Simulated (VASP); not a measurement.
GaSi:

```
Ga Si
1.0
     0.00000    2.62711    2.62711
     2.62711    0.00000    2.62711
     2.62711    2.62711    0.00000
Ga Si
1 1
Direct
  0.00000 0.00000 0.00000
  0.75000 0.75000 0.75000
```

| Property | Result |
| --- | --- |
| Program | VASP 6.6.1 |
| Task | relaxation of cell and atoms |
| Functional | PBE |
| Potentials or basis | VASP PAW PBE potentials, release 64 (Ga_d, Si) |
| Cutoff | 600 eV |
| k mesh | 6 × 6 × 6 |
| Occupations | gaussian, width 0.1 eV |
| Spin | no spin polarisation |

At the start: pressure 20.7 GPa; volume 18.13 Å³/atom.

Question: Where does the relaxation end?

Answer: Over 3 steps the energy falls by 246.6 meV/atom and the volume is 22.68 Å³/atom (+25.1 %); space group F-43m (No. 216, to 0.05 Å).

The path:
| step | energy change (eV) | largest force (eV/Å) | pressure (GPa) | volume (Å³) |
| --- | --- | --- | --- | --- |
| 1 | 0.0000 | 0.0000 | 20.75 | 36.26 |
| 2 | -0.4218 | 0.0000 | -4.47 | 50.03 |
| 3 | -0.4933 | 0.0000 | 0.07 | 45.36 |

Final structure:
```yaml
crystal:
  lattice:
    - [0.00000, 2.83060, 2.83060]
    - [2.83060, 0.00000, 2.83060]
    - [2.83060, 2.83060, 0.00000]
  atoms:
    - { symbol: Ga, position: [0.00000, 0.00000, 0.00000] }
    - { symbol: Si, position: [0.75000, 0.75000, 0.75000] }
```

Caveat: the volume moved by over 15 % at a fixed basis, so the end points are rough.
